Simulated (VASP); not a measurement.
The system is Os.

```
Os
1.0
     2.73410    0.00000    0.00000
    -1.36705    2.36780    0.00000
     0.00000    0.00000    4.31970
Os
2
Direct
  0.66667 0.33333 0.75000
  0.33333 0.66667 0.25000
```

Base run:

```yaml
Program: VASP 6.6.1
Functional: BLYP
Potentials_or_basis: VASP PAW PBE potentials, release 64 (Os_sv_GW)
Cutoff: 560 eV
k_mesh: 11 × 11 × 6
Occupations: fermi-dirac, width 0.05 eV
Spin: no spin polarisation
```

Its results: band gap on the k mesh zero (bands 16 and 17 overlap by 3.90 eV); pressure 26.2 GPa.

Question: The run is repeated on the same cell with these changes: functional from BLYP to r2SCAN0; cutoff from 560 eV to 460 eV; k mesh from 11 × 11 × 6 to 6 × 6 × 3. What comes out?

Answer: Band gap on the k mesh zero (bands 16 and 17 overlap by 5.37 eV); pressure -12.9 GPa.

Several settings changed at once.

Caveats: some runs use coarse meshes; the PAW data sets were made with another functional, which shifts forces and pressure a little; spin-orbit coupling is left out, which moves the levels of the heavy elements; the cell stands under pressure (at least some runs).
